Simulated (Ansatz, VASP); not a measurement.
# TaGe3W2: VASP beside Ansatz

```
Ta Ge W
1.0
     5.42591    0.00000    0.00000
    -2.71296    4.69898    0.00000
     0.00000    0.00000    7.68106
Ta Ge W
2 6 4
Direct
  0.00000 0.00000 0.50000
  0.00000 0.00000 0.00000
  0.33970 0.00000 0.25000
  0.66030 0.00000 0.75000
  0.00000 0.33970 0.25000
  0.00000 0.66030 0.75000
  0.66030 0.66030 0.25000
  0.33970 0.33970 0.75000
  0.66667 0.33333 0.50000
  0.33333 0.66667 0.00000
  0.33333 0.66667 0.50000
  0.66667 0.33333 0.00000
```

Alike in both runs: functional PBE; k mesh 6 × 6 × 4; occupations gaussian, width 0.1 eV; no spin polarisation.

Ansatz relaxed the structure, and its values are those at the end. VASP's run is a single point on that final structure, the one shown.

```csv
,VASP,Ansatz
version,VASP 6.6.1,Ansatz 0.2.0
potentials or method,"VASP PAW PBE potentials, release 64 (Ta_pv, Ge_d, W_sv), cutoff 520 eV","scalar-relativistic, plane waves, PAW"
valence electrons in the cell,162,166
```

```tsv
	VASP	Ansatz	Ansatz less VASP
gap on the k mesh at the Fermi level (eV)	none	none	-
pressure (GPa)	0.2	0.0	-0.24
```

A gap of «none» marks a metal or a gap that the smearing closes. VASP's potentials hold 162 valence electrons a cell and Ansatz's 166, so a difference there can come from the potentials and not from the codes.

Neither program's run includes spin-orbit coupling.
